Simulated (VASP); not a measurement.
## CuI: single point with r2SCAN

The system is CuI.

```
I Cu
1.0
     0.00000    3.01173    3.01173
     3.01173    0.00000    3.01173
     3.01173    3.01173    0.00000
I Cu
1 1
Direct
  0.00000 0.00000 0.00000
  0.75000 0.75000 0.75000
```

```
Program                : VASP 6.6.1
Task                   : single point
Functional             : r2SCAN
Potentials or basis    : VASP PAW PBE potentials, release 64 (I, Cu)
Cutoff                 : 520 eV
k mesh                 : 8 × 8 × 8
Occupations            : fermi-dirac, width 0.05 eV
Spin                   : no spin polarisation
Dipole correction      : no
Further INCAR settings : ALGO = Normal; EDIFF = 1e-07; NBANDS = 16
```

```
Pressure               : 0.0 GPa
Band gap on the k mesh : 1.67 eV
```

Levels at points of the mesh, in eV from the valence-band top:
| k point | band 7 | band 8 | band 9 | band 10 | band 11 | band 12 |
| --- | --- | --- | --- | --- | --- | --- |
| (0.00, 0.00, 0.00) | 0.00 | 0.00 | 0.00 | 1.67 | 5.22 | 5.22 |
| (0.50, 0.00, 0.00) | -1.85 | -0.74 | -0.74 | 2.57 | 5.73 | 5.73 |
| (0.50, 0.50, 0.00) | -1.82 | -1.57 | -1.57 | 2.90 | 3.17 | 9.94 |

Run time: 57 s on 1 thread of Intel(R) Xeon(R) Platinum 8488C (Sapphire Rapids), with other jobs on the host, peak memory 0.19 GiB.

Caveat: the PAW data sets were made with another functional, which shifts forces and pressure a little; spin-orbit coupling is left out, which moves the levels of the heavy elements. r2SCAN opens gaps a little over a GGA but as a rule still falls short of measured ones.
